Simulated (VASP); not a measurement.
A run of VASP 6.6.1 is set up as follows.

The input INCAR:

```
SYSTEM = Ge
PREC = Accurate ; ENCUT = 520
EDIFF = 1E-6 ; ISMEAR = 0
SIGMA = 0.1 ; LREAL = .False.
LASPH = .True. ; NELM = 60
ALGO = Normal ; ISIF = 2
LWAVE = .False. ; LCHARG = .False.
GGA = PS ; NBANDS = 36
```

The input KPOINTS:

```
regular mesh
0
Gamma
  12 12 6
  0 0 0
```

The input POSCAR:

```
Ge
1.0
    3.9969678657      0.0000000000      0.0000000000
   -1.9984839329      3.4614757098      0.0000000000
    0.0000000000      0.0000000000      6.5963651289
Ge
4
Direct
    0.6666666667      0.3333333333      0.0629118564
    0.3333333333      0.6666666667      0.5629118564
    0.6666666667      0.3333333333      0.4370881436
    0.3333333333      0.6666666667      0.9370881436
```

Potentials or basis: VASP PAW PBE potentials, release 64 (Ge_d).

Launch:

```bash
$ cat potpaw_PBE.64/Ge_d/POTCAR > POTCAR
$ mpirun -np 1 vasp_std > vasp.out
```

**Question.** Estimate the pressure.

**Answer.** -0.1 GPa.

**Question.** Estimate the band gap on the k mesh.

**Answer.** Zero (band 28 reaches 4.80 eV, above the bottom of band 29 at 4.79 eV).

**Question.** Predict the largest force.

**Answer.** 0.005 eV/Å.

Forces on the atoms (eV/Å):
```
Ge   0.000  0.000 -0.005
Ge   0.000  0.000 -0.005
Ge   0.000  0.000  0.005
Ge   0.000  0.000  0.005
```

Caveat: the PAW data sets were made with another functional, which shifts forces and pressure a little.
